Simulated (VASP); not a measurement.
# Sn (Fm-3m) in VASP: single point with LDA

Aim: the single point of Sn with LDA.

Program: VASP 6.6.1. These are calculated values, not measurements. Logs are shortened: lines on timing, memory, paths and dates and some standing lists are left out, and cuts for length are marked.

## Step 1: The cell of the first run

The structure is cubic, space group Fm-3m (No. 225). Conventional cell: a = 6.610 Å, b = 6.610 Å, c = 6.610 Å, α = 90.00°, β = 90.00°, γ = 90.00°.

## Step 2: Single point, LDA

Contents of INCAR:

```
PREC = Accurate
ENCUT = 500
EDIFF = 1E-6
ISMEAR = -1
SIGMA = 0.05
LREAL = False
LASPH = True
NELM = 120
ALGO = Normal
ISIF = 2
LWAVE = False
LCHARG = True
LELF = True
LVHAR = True
NBANDS = 13
GGA_COMPAT = False
```

Contents of KPOINTS:

```
Automatic mesh
0
Gamma
  6 6 6
```

Contents of POSCAR:

```
Sn
1.0
    0.0000000000      3.3052000000      3.3052000000
    3.3052000000      0.0000000000      3.3052000000
    3.3052000000      3.3052000000      0.0000000000
Sn
1
Direct
    0.5000000000      0.5000000000      0.5000000000
```

Potentials or basis: VASP PAW LDA potentials, release 64 (Sn_d).

Started as:

```console
> cat potpaw_LDA.64/Sn_d/POTCAR > POTCAR
> mpirun -np 1 vasp_std > vasp.out
```

OUTCAR:

```text
PREC = Accurate
   ENCUT = 500
   EDIFF = 1E-6
   ISMEAR = -1
   LREAL = False
   LASPH = True
   NELM = 120
   ISIF = 2

 ion  position               nearest neighbor table
   1  0.500  0.500  0.500-

  LATTYP: Found a face centered cubic cell.
 ALAT       =     6.6104000000

  Lattice vectors:

 A1 = (   0.0000000000,   3.3052000000,   3.3052000000)
 A2 = (   3.3052000000,   0.0000000000,   3.3052000000)
 A3 = (   3.3052000000,   3.3052000000,   0.0000000000)

Analysis of symmetry for initial positions (statically):
=====================================================================
 Subroutine PRICEL returns:
 Original cell was already a primitive cell.

 Routine SETGRP: Setting up the symmetry group for a
 face centered cubic supercell.

 Subroutine GETGRP returns: Found 48 space group operations
 (whereof 48 operations were pure point group operations)
 out of a pool of 48 trial point group operations.

The static configuration has the point symmetry O_h .

Analysis of symmetry for dynamics (positions and initial velocities):
=====================================================================
 Subroutine PRICEL returns:
 Original cell was already a primitive cell.

 Routine SETGRP: Setting up the symmetry group for a
 face centered cubic supercell.

 Subroutine GETGRP returns: Found 48 space group operations
 (whereof 48 operations were pure point group operations)
 out of a pool of 48 trial point group operations.

The dynamic configuration has the point symmetry O_h .

 Subroutine INISYM returns: Found 48 space group operations
 (whereof 48 operations are pure point group operations),
 and found     1 'primitive' translations

----------------------------------------------------------------------------------------

                                     Primitive cell

  volume of cell :      72.2143

  direct lattice vectors                    reciprocal lattice vectors
     0.000000000  3.305200000  3.305200000    -0.151276776  0.151276776  0.151276776
     3.305200000  0.000000000  3.305200000     0.151276776 -0.151276776  0.151276776
     3.305200000  3.305200000  0.000000000     0.151276776  0.151276776 -0.151276776

  length of vectors
     4.674258666  4.674258666  4.674258666     0.262019062  0.262019062  0.262019062

  position of ions in fractional coordinates (direct lattice)
     0.500000000  0.500000000  0.500000000

  ion indices of the primitive-cell ions
   primitive index   ion index
                 1           1
[... 69 lines left out ...]
   ISIF   =      2    stress and relaxation
   ISYM   =      2    0-nonsym 1-usesym 2-fastsym
   POTIM  = 0.5000    time-step for ionic-motion
   TEBEG  =    0.0;   TEEND  =   0.0 temperature during run
   PSTRESS=    0.0 pullay stress
   NELECT =      14.0000    total number of electrons
   NUPDOWN=      -1.0000    fix difference up-down
   EMIN   =  10.00;   EMAX   =-10.00  energy-range for DOS
   EFERMI =   0.00;   METHOD = LEGACY
   ISMEAR =    -1;   SIGMA  =   0.05  broadening in eV -4-tet -1-fermi 0-gaus
   EFERMI_NEDOS =   21; number of points for ismear=-14 and -15
   IALGO  =     38    algorithm
   IMIX   =      4    mixing-type and parameters
     AMIX     =   0.40;   BMIX     =  1.00
     AMIX_MAG =   1.60;   BMIX_MAG =  1.00
  volume/ion in A,a.u.               =      72.21       487.33
  Fermi-wavevector in a.u.,A,eV,Ry     =   0.947494  1.790504 12.214559  0.897745
  Thomas-Fermi vector in A             =   2.075593
   LORBIT       =      0    0 simple, 1 ext, 2 COOP (PROOUT), +10 PAW based schemes
   GGA     = CA    functional components
   LHFCALC =     F    Hartree Fock is set to
   AEXX    =    0.0000 exact exchange contribution
   IVDW    =     0    specifies the selected vdW correction
   LEPSILON=     F    determine dielectric tensor
   LRPA    =     F    only Hartree local field effects (RPA)
 non-spin polarized calculation
  energy-cutoff  :      500.00
  volume of cell :       72.21
 maximum number of plane-waves:      1853
 NGX is ok and might be reduce to    36
   NGX = 17   NGY = 17   NGZ = 17

 number of electron      13.9999996 magnetization

 Free energy of the ion-electron system (eV)
  ---------------------------------------------------
  ext. energy  EPLUGINS =         0.00000000
  ---------------------------------------------------
  free energy    TOTEN  =        -2.29387703 eV

  energy without entropy =       -2.28081715  energy(sigma->0) =       -2.28734709

 E-fermi :   0.3655     XC(G=0):  -6.7647

 val. band max:        0.0957563157   @ k =   0.3333   0.1667   0.0000
 cond. band min:       0.3737676728   @ k =  -0.3333   0.3333   0.1667
 fundamental gap:      0.2780113570
 Fermi energy:         0.3654924765

 k-point     1 :       0.0000    0.0000    0.0000
  band No.  band energies     occupation
      1     -21.5595      2.00000
      2     -21.5595      2.00000
      3     -21.5595      2.00000
      4     -21.5583      2.00000
      5     -21.5583      2.00000
      6      -6.9670      2.00000
      7       2.4503      0.00000
      8       2.4503      0.00000
      9       2.4503      0.00000
     10       4.8317      0.00000
     11       7.9577      0.00000
     12       7.9577      0.00000
     13       7.9577      0.00000
[... 226 lines left out ...]
  band No.  band energies     occupation
      1     -21.5595      2.00000
      2     -21.5593      2.00000
      3     -21.5569      2.00000
      4     -21.5564      2.00000
      5     -21.5548      2.00000
      6      -5.9522      2.00000
      7      -0.3904      2.00000
      8       0.4700      0.22026
      9       0.8357      0.00016
     10       5.5359      0.00000
     11       6.5022      0.00000
     12       9.1847      0.00000
     13       9.2431      0.00000

------------------------ aborting loop because EDIFF is reached ----------------------------------------

  FORCE on cell =-STRESS in cart. coord.  units (eV):
  Direction    XX          YY          ZZ          XY          YZ          ZX
  --------------------------------------------------------------------------------------
  -------------------------------------------------------------------------------------
  Total       -2.5381936     -2.5381936     -2.5381936      0.0000000      0.0000000     -0.0000000
  in kB      -56.3134448    -56.3134448    -56.3134448      0.0000000      0.0000000     -0.0000000
  external PRESSURE =     -56.3134448 kB  Pullay stress =       0.0000000 kB

 VOLUME and BASIS-vectors are now :
 -----------------------------------------------------------------------------
  energy-cutoff  :      500.00
  volume of cell :       72.21
      direct lattice vectors                 reciprocal lattice vectors
     0.000000000  3.305200000  3.305200000    -0.151276776  0.151276776  0.151276776
     3.305200000  0.000000000  3.305200000     0.151276776 -0.151276776  0.151276776
     3.305200000  3.305200000  0.000000000     0.151276776  0.151276776 -0.151276776

 POSITION                                       TOTAL-FORCE (eV/Angst)
 -----------------------------------------------------------------------------------
      3.30520      3.30520      3.30520         0.000000      0.000000      0.000000
 -----------------------------------------------------------------------------------
    total drift:                                0.000000      0.000000      0.000000

  FREE ENERGIE OF THE ION-ELECTRON SYSTEM (eV)
  ---------------------------------------------------
  free  energy   TOTEN  =        -2.2938770324 eV

  energy  without entropy=       -2.2808171485  energy(sigma->0) =       -2.28734709
```

It took 13 s on 1 thread of Intel Xeon Platinum 8488C (Sapphire Rapids), shared host; peak memory 0.16 GiB.

Results:

```yaml
Free_energy: -2.2939 eV
Pressure: -5.6 GPa
Band_gap_on_the_k_mesh: zero (band 7 reaches 2.45 eV, above the bottom of band 8 at -0.07 eV)
```

Caveat: spin-orbit coupling is left out, which moves the levels of the heavy elements.
